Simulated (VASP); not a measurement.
Here is a VASP 6.6.1 calculation.

The input POSCAR:

```
MgTe
1.0
    0.0000000000      3.2331198836      3.2331198836
    3.2331198836      0.0000000000      3.2331198836
    3.2331198836      3.2331198836      0.0000000000
Mg Te
1 1
Direct
    0.0000000000      0.0000000000      0.0000000000
    0.7500000000      0.7500000000      0.7500000000
```

File INCAR.step1:

```
PREC = Accurate
ENCUT = 500
EDIFF = 1E-8
ISMEAR = 0
SIGMA = 0.01
LREAL = F
LASPH = T
NELM = 80
ALGO = Normal
LWAVE = T
LCHARG = F
GGA = PE
```

File INCAR.step2:

```
PREC = Accurate
ENCUT = 500
EDIFF = 1E-8
ISMEAR = 0
SIGMA = 0.01
LREAL = F
LASPH = T
NELM = 1
ALGO = Exact
LWAVE = T
LCHARG = F
GGA = PE
NBANDS = 113
LOPTICS = T
ISTART = 1
```

INCAR.step3

```
PREC = Accurate
ENCUT = 500
EDIFF = 1E-8
ISMEAR = 0
SIGMA = 0.01
LREAL = F
LASPH = T
ALGO = EVGW0
LWAVE = F
LCHARG = F
GGA = PE
NELMGW = 1
NBANDS = 113
ENCUTGW = 80.0
NOMEGA = 48
PRECFOCK = Fast
ISTART = 1
NBANDSGW = 12
```

File KPOINTS:

```
regular mesh
0
Gamma
  4 4 4
```

Potentials or basis: VASP PAW PBE potentials, release 64 (Mg_GW, Te_GW).

The run is started by

```console
$ cat potpaw_PBE.64/Mg_GW/POTCAR potpaw_PBE.64/Te_GW/POTCAR > POTCAR
$ cp INCAR.step1 INCAR
$ mpirun -np 1 vasp_std > vasp.out
$ cp INCAR.step2 INCAR
$ mpirun -np 1 vasp_std > vasp.out
$ cp INCAR.step3 INCAR
$ mpirun -np 1 vasp_std > vasp.out
```

(1) Estimate the quasiparticle gap.

(2) Predict the least direct quasiparticle gap.

(3) Estimate the band gap on the k mesh, mean-field level.

Results:

(1) 3.62 eV.

(2) 3.62 eV.

(3) 2.40 eV, direct.

Caveat: the k points lie up to 0.42 Å⁻¹ apart; bands, screening cutoff and mesh are small and nothing is extrapolated, so the quasiparticle values aren't converged; spin-orbit coupling is left out, which moves the levels of the heavy elements.
